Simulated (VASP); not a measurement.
# HfS5 (Cmmm) in VASP: relaxation of cell and atoms with PBE

Aim: the relaxation of cell and atoms of HfS5 with PBE.

Everything below comes from runs of VASP 6.6.1. Logs are shortened: lines on timing, memory, paths and dates and some standing lists are left out, and cuts for length are marked.

## 1. The cell of the first run

Symmetry: Cmmm, No. 65, orthorhombic system. Conventional cell: a = 6.520 Å, b = 8.103 Å, c = 8.109 Å, α = 90.00°, β = 90.00°, γ = 90.00°. Within 3.1 Å of Hf (site symmetry mmm) lie 2 S at 2.33 Å. Within 3.1 Å of S (site symmetry mm2) lie 1 Hf at 2.33 Å and 2 S at 2.70 Å. Within 2.7 Å of S (site symmetry m2m) lie 3 S at 1.98 to 2.70 Å. S (site symmetry mmm) has 2 S at 1.98 Å within 2.6 Å.

The cell was generated, and may not be a known phase.

## 2. Relaxation of cell and atoms, PBE

INCAR

```
PREC     = Accurate       # precision mode
ENCUT    = 600            # plane-wave cutoff, eV
EDIFF    = 1E-6           # SCF threshold, eV
ISMEAR   = 0              # smearing method
SIGMA    = 0.1            # smearing width, eV
LREAL    = F              # projectors in reciprocal space
LASPH    = T              # aspherical terms in the spheres
NELM     = 60             # most SCF steps
ALGO     = Fast           # electronic algorithm
ISIF     = 3              # what is computed and relaxed
LWAVE    = F              # write WAVECAR
LCHARG   = F              # write CHGCAR
GGA      = PE             # functional
IBRION   = 2              # ionic algorithm
NSW      = 100            # ionic steps
EDIFFG   = -0.01          # ionic threshold
```

KPOINTS

```
regular mesh
0
Gamma
  8 8 6
```

POSCAR

```
HfS5
1.0
    3.2599098664     -4.0514041974      0.0000000000
    3.2599098664      4.0514041974      0.0000000000
    0.0000000000      0.0000000000      8.1091592458
Hf S
1 5
Direct
    0.5000000000      0.5000000000      0.5000000000
    0.5000000000      0.5000000000      0.7869531306
    0.5000000000      0.5000000000      0.2130468694
    0.7560673871      0.2439326129      0.0000000000
    0.2439326129      0.7560673871      0.0000000000
    0.0000000000      0.0000000000      0.0000000000
```

Potentials or basis: VASP PAW PBE potentials, release 64 (Hf_pv, S).

The run is started by

```
> cat potpaw_PBE.64/Hf_pv/POTCAR potpaw_PBE.64/S/POTCAR > POTCAR
> mpirun -np 1 vasp_std > vasp.out
```

OUTCAR:

```text
PREC = Accurate
   ENCUT = 600
   EDIFF = 1E-6
   ISMEAR = 0
   LREAL = F
   LASPH = T
   NELM = 60
   ISIF = 3
   GGA = PE
   IBRION = 2
   NSW = 100
   EDIFFG = -0.01

 ion  position               nearest neighbor table
   1  0.500  0.500  0.500-   2 2.33   3 2.33
   2  0.500  0.500  0.787-   1 2.33   4 2.70   5 2.70
   3  0.500  0.500  0.213-   1 2.33   4 2.70   5 2.70
   4  0.756  0.244  0.000-   6 1.98   3 2.70   2 2.70
   5  0.244  0.756  0.000-   6 1.98   3 2.70   2 2.70
   6  0.000  0.000  0.000-   4 1.98   5 1.98

  LATTYP: Found a base centered orthorhombic cell.
 ALAT       =     6.5198197328
 B/A-ratio  =     1.2427963850
 C/A-ratio  =     1.2437704688

  Lattice vectors:

 A1 = (   3.2599098664,  -4.0514041974,   0.0000000000)
 A2 = (   3.2599098664,   4.0514041974,   0.0000000000)
 A3 = (   0.0000000000,   0.0000000000,   8.1091592458)

Analysis of symmetry for initial positions (statically):
=====================================================================
 Subroutine PRICEL returns:
 Original cell was already a primitive cell.

 Routine SETGRP: Setting up the symmetry group for a
 base centered orthorhombic supercell.

 Subroutine GETGRP returns: Found  8 space group operations
 (whereof  8 operations were pure point group operations)
 out of a pool of  8 trial point group operations.

The static configuration has the point symmetry D_2h.

Analysis of symmetry for dynamics (positions and initial velocities):
=====================================================================
 Subroutine PRICEL returns:
 Original cell was already a primitive cell.

 Routine SETGRP: Setting up the symmetry group for a
 base centered orthorhombic supercell.

 Subroutine GETGRP returns: Found  8 space group operations
 (whereof  8 operations were pure point group operations)
 out of a pool of  8 trial point group operations.

The dynamic configuration has the point symmetry D_2h.

 Subroutine INISYM returns: Found  8 space group operations
 (whereof  8 operations are pure point group operations),
 and found     1 'primitive' translations

----------------------------------------------------------------------------------------

                                     Primitive cell

  volume of cell :     214.1988

  direct lattice vectors                    reciprocal lattice vectors
     3.259909866 -4.051404197  0.000000000     0.153378474 -0.123414001  0.000000000
     3.259909866  4.051404197  0.000000000     0.153378474  0.123414001  0.000000000
     0.000000000  0.000000000  8.109159246     0.000000000  0.000000000  0.123317346

  length of vectors
     5.200085414  5.200085414  8.109159246     0.196865365  0.196865365  0.123317346

  position of ions in fractional coordinates (direct lattice)
     0.500000000  0.500000000  0.500000000
     0.500000000  0.500000000  0.786953131
     0.500000000  0.500000000  0.213046869
     0.756067387  0.243932613  0.000000000
     0.243932613  0.756067387  0.000000000
     0.000000000  0.000000000  0.000000000

  ion indices of the primitive-cell ions
   primitive index   ion index
                 1           1
                 2           2
                 3           3
                 4           4
                 5           5
                 6           6

----------------------------------------------------------------------------------------

 KPOINTS: regular mesh

Automatic generation of k-mesh.
 Grid dimensions read from file:
 generate k-points for:    8    8    6

 Generating k-lattice:

  Cartesian coordinates                     Fractional coordinates (reciprocal lattice)
     0.019172309 -0.015426750  0.000000000     0.125000000  0.000000000  0.000000000
     0.019172309  0.015426750  0.000000000     0.000000000  0.125000000  0.000000000
     0.000000000  0.000000000  0.020552891     0.000000000  0.000000000  0.166666667

  Length of vectors
     0.024608171  0.024608171  0.020552891

  Shift w.r.t. Gamma in fractional coordinates (k-lattice)
     0.000000000  0.000000000  0.000000000

 Subroutine IBZKPT returns following result:
 ===========================================

 Found     84 irreducible k-points:

 Following reciprocal coordinates:
            Coordinates               Weight
  0.000000  0.000000  0.000000      1.000000
  0.125000  0.000000  0.000000      4.000000
  0.250000  0.000000  0.000000      4.000000
  0.375000  0.000000  0.000000      4.000000
  0.500000  0.000000  0.000000      2.000000
  0.125000  0.125000  0.000000      2.000000
[... 16 lines left out ...]
  0.125000  0.000000  0.166667      8.000000
  0.250000  0.000000  0.166667      8.000000
 [... further k-points ...]
   k-points           NKPTS =     84   k-points in BZ     NKDIM =     84   number of bands    NBANDS=     24
   number of dos      NEDOS =    301   number of ions     NIONS =      6
   total plane-waves  NPLWV = 123480
   dimension x,y,z NGX =    42 NGY =   42 NGZ =   70
   dimension x,y,z NGXF=    84 NGYF=   84 NGZF=  140
   ions per type =               1   5
   NGX,Y,Z   is equivalent  to a cutoff of  13.43, 13.43, 14.35 a.u.
   NGXF,Y,Z  is equivalent  to a cutoff of  26.85, 26.85, 28.70 a.u.
 SYSTEM =  unknown system
   PREC   = accura    normal or accurate (medium, high low for compatibility)
   ISTART =      0    job   : 0-new  1-cont  2-samecut
   ICHARG =      2    charge: 1-file 2-atom 10-const
   ISPIN  =      1    spin polarized calculation?
   LNONCOLLINEAR =      F non collinear calculations
   LSORBIT =      F    spin-orbit coupling
   LASPH  =      T    aspherical Exc in radial PAW
   ENCUT  =  600.0 eV  44.10 Ry    6.64 a.u.  10.39 10.39 16.20*2*pi/ulx,y,z
   NELM   =     60;   NELMIN=  2; NELMDL= -5     # of ELM steps
   EDIFF  = 0.1E-05   stopping-criterion for ELM
   LREAL  =      F    real-space projection
   EDIFFG = -.1E-01   stopping-criterion for IOM
   NSW    =    100    number of steps for IOM
   IBRION =      2    ionic relax: 0-MD 1-quasi-New 2-CG
   NFREE  =      1    steps in history (QN), initial steepest desc. (CG)
   ISIF   =      3    stress and relaxation
   ISYM   =      2    0-nonsym 1-usesym 2-fastsym
   POTIM  = 0.5000    time-step for ionic-motion
   TEBEG  =    0.0;   TEEND  =   0.0 temperature during run
   PSTRESS=    0.0 pullay stress
   NELECT =      40.0000    total number of electrons
   NUPDOWN=      -1.0000    fix difference up-down
   EMIN   =  10.00;   EMAX   =-10.00  energy-range for DOS
   EFERMI =   0.00;   METHOD = LEGACY
   ISMEAR =     0;   SIGMA  =   0.10  broadening in eV -4-tet -1-fermi 0-gaus
   EFERMI_NEDOS =   21; number of points for ismear=-14 and -15
   IALGO  =     68    algorithm
   IMIX   =      4    mixing-type and parameters
     AMIX     =   0.40;   BMIX     =  1.00
     AMIX_MAG =   1.60;   BMIX_MAG =  1.00
  volume/ion in A,a.u.               =      35.70       240.91
  Fermi-wavevector in a.u.,A,eV,Ry     =   0.935741  1.768295 11.913423  0.875612
  Thomas-Fermi vector in A             =   2.062680
   LORBIT       =      0    0 simple, 1 ext, 2 COOP (PROOUT), +10 PAW based schemes
   GGA     = PE    functional components
   LHFCALC =     F    Hartree Fock is set to
   AEXX    =    0.0000 exact exchange contribution
   IVDW    =     0    specifies the selected vdW correction
   LEPSILON=     F    determine dielectric tensor
   LRPA    =     F    only Hartree local field effects (RPA)
 conjugate gradient relaxation of ions
 non-spin polarized calculation
 RMM-DIIS sequential band-by-band and
 Gauss-broadening in eV      SIGMA  =   0.10
  energy-cutoff  :      600.00
  volume of cell :      214.20
 maximum number of plane-waves:      7186
 NGX is ok and might be reduce to    42
   NGX = 21   NGY = 21   NGZ = 33

--------------------------------------- Ionic step        1  -------------------------------------------

 number of electron      40.0000003 magnetization

 Free energy of the ion-electron system (eV)
  ---------------------------------------------------
  ext. energy  EPLUGINS =         0.00000000
  ---------------------------------------------------
  free energy    TOTEN  =       -26.00188499 eV

  energy without entropy =      -25.97273823  energy(sigma->0) =      -25.98731161

------------------------ aborting loop because EDIFF is reached ----------------------------------------

  FORCE on cell =-STRESS in cart. coord.  units (eV):
  Direction    XX          YY          ZZ          XY          YZ          ZX
  --------------------------------------------------------------------------------------
  -------------------------------------------------------------------------------------
  Total       -0.2484059     -0.1914414      0.0341515     -0.0000000      0.0000000      0.0000000
  in kB       -1.8580421     -1.4319555      0.2554485     -0.0000000      0.0000000      0.0000000
  external PRESSURE =      -1.0115164 kB  Pullay stress =       0.0000000 kB
[... 101 lines left out ...]
  FREE ENERGIE OF THE ION-ELECTRON SYSTEM (eV)
  ---------------------------------------------------
  free  energy   TOTEN  =       -26.0035031686 eV

  energy  without entropy=      -25.9756643339  energy(sigma->0) =      -25.98958375

[... ionic steps 4 to 10 ...]

--------------------------------------- Ionic step       11  -------------------------------------------

 number of electron      40.0000000 magnetization

------------------------ aborting loop because EDIFF is reached ----------------------------------------

  FORCE on cell =-STRESS in cart. coord.  units (eV):
  Direction    XX          YY          ZZ          XY          YZ          ZX
  --------------------------------------------------------------------------------------
  -------------------------------------------------------------------------------------
  Total        0.0030506     -0.1214950     -0.1144943      0.0000000      0.0000000      0.0000000
  in kB        0.0233755     -0.9309556     -0.8773130      0.0000000      0.0000000      0.0000000
  external PRESSURE =      -0.5949644 kB  Pullay stress =       0.0000000 kB
[... 65 lines left out ...]
  energy  without entropy=      -25.9826692567  energy(sigma->0) =      -25.99567692

--------------------------------------- Ionic step       13  -------------------------------------------

 number of electron      40.0000000 magnetization

 Free energy of the ion-electron system (eV)
  ---------------------------------------------------
  ext. energy  EPLUGINS =         0.00000000
  ---------------------------------------------------
  free energy    TOTEN  =       -26.00914788 eV

  energy without entropy =      -25.98284937  energy(sigma->0) =      -25.99599862

 E-fermi :   0.9341     XC(G=0):  -7.3325

 val. band max:        0.9260442599   @ k =   0.5000   0.2500   0.0000
 cond. band min:       0.9344460430   @ k =   0.5000   0.2500   0.1667
 fundamental gap:      0.0084017830
 Fermi energy:         0.9340548688

 k-point     1 :       0.0000    0.0000    0.0000
  band No.  band energies     occupation
      1     -31.2856      2.00000
      2     -31.2325      2.00000
      3     -30.6375      2.00000
      4     -15.7091      2.00000
      5     -12.8600      2.00000
      6     -11.5117      2.00000
[... 637 lines left out ...]
     23       1.7607      0.00000
     24       1.8635      0.00000

 [... further k-points ...]

------------------------ aborting loop because EDIFF is reached ----------------------------------------

  FORCE on cell =-STRESS in cart. coord.  units (eV):
  Direction    XX          YY          ZZ          XY          YZ          ZX
  --------------------------------------------------------------------------------------
  -------------------------------------------------------------------------------------
  Total       -0.0018407     -0.0269062      0.0096622     -0.0000000      0.0000000      0.0000000
  in kB       -0.0141303     -0.2065445      0.0741717     -0.0000000      0.0000000      0.0000000
  external PRESSURE =      -0.0488344 kB  Pullay stress =       0.0000000 kB
[... 21 lines left out ...]
  FREE ENERGIE OF THE ION-ELECTRON SYSTEM (eV)
  ---------------------------------------------------
  free  energy   TOTEN  =       -26.0091478784 eV

  energy  without entropy=      -25.9828493660  energy(sigma->0) =      -25.99599862

 reached required accuracy - stopping structural energy minimisation
```

Run time: 2 h. Hardware: 1 thread of Oxide Virtual Turin-like, shared host; peak memory 0.66 GiB.

What came out:

| Quantity | Value |
| --- | --- |
| Free energy | -26.0091 eV |
| Relaxed volume | 34.79 Å³/atom |
| Relaxed cell | a = 5.147 Å, b = 5.147 Å, c = 8.138 Å, α = 90.00°, β = 90.00°, γ = 104.51° |
| Space group after relaxing (to 0.1 Å) | Cmmm (No. 65) |
| Energy gained by relaxing | 1.2 meV/atom |
| Ionic steps | 13 |
| Pressure after relaxing | 0.0 GPa |
| Band gap on the k mesh | zero (bands 20 and 21 overlap by 0.21 eV) |

Step by step:
```csv
step,energy change (eV),largest force (eV/Å),pressure (GPa),volume (Å³)
1,0.0000,0.1379,-0.10,214.20
2,-0.0016,0.0274,0.07,213.50
3,-0.0016,0.0268,0.09,213.42
4,-0.0030,0.0312,0.02,213.48
5,-0.0045,0.0401,-0.09,213.57
6,-0.0046,0.0447,-0.14,213.60
7,-0.0052,0.0819,-0.03,212.65
8,-0.0053,0.0503,-0.05,212.89
9,-0.0060,0.0377,-0.05,212.14
10,-0.0071,0.0072,-0.06,209.88
11,-0.0072,0.0157,-0.06,209.09
12,-0.0068,0.0443,0.16,207.73
13,-0.0073,0.0012,0.00,208.71
```

Final structure:
```xyz
6
Lattice="3.1508 -4.0698 0.0000 3.1508 4.0698 0.0000 0.0000 0.0000 8.1382" Properties=species:S:1:pos:R:3 pbc="T T T"
Hf    3.1508    0.0000    4.0691
S     3.1508    0.0000    6.3939
S     3.1508    0.0000    1.7443
S     3.1508   -2.1045    0.0000
S     3.1508    2.1045    0.0000
S     0.0000    0.0000    0.0000
```

Caveat: spin-orbit coupling is left out, which moves the levels of the heavy elements.
